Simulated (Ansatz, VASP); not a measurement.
# La2O3 in VASP and in Ansatz

```
La O
1.0
     3.90601    0.00000    0.00000
    -1.95300    3.38270    0.00000
     0.00000    0.00000    6.04093
La O
2 3
Cartesian
  1.9530 1.1276 4.5586
  0.0000 2.2551 1.4823
  1.9530 1.1276 2.1386
  0.0000 2.2551 3.9024
  0.0000 0.0000 0.0000
```

Alike in both runs: functional PBEsol; k mesh 9 × 9 × 4; occupations gaussian, width 0.02 eV; no spin polarisation.

Ansatz relaxed the structure, and its values are those at the end. VASP's run is a single point on that final structure, the one shown.

|  | VASP | Ansatz |
| --- | --- | --- |
| version | VASP 6.6.1 | Ansatz 0.2.0 |
| potentials or method | VASP PAW PBE potentials, release 64 (La, O), cutoff 520 eV | scalar-relativistic, plane waves, PAW |
| valence electrons in the cell | 40 | 40 |

Ansatz gave:

| Item | Value |
| --- | --- |
| gap on the k mesh at the Fermi level (eV) | 3.79 |
| least direct gap on the mesh (eV) | 3.86 |
| pressure (GPa) | 0.0 |
| rms of the force components (eV/Å) | 0.000 |

Question: Which values does VASP return?

Answer: gap on the k mesh at the Fermi level (eV): 3.80; least direct gap on the mesh (eV): 3.87; pressure (GPa): -0.2; rms of the force components (eV/Å): 0.003.

VASP's potentials were made for PBE, not for PBEsol. The functional is the same, so the differences come from potentials, cutoffs and numerics.

Spin-orbit coupling is off throughout.
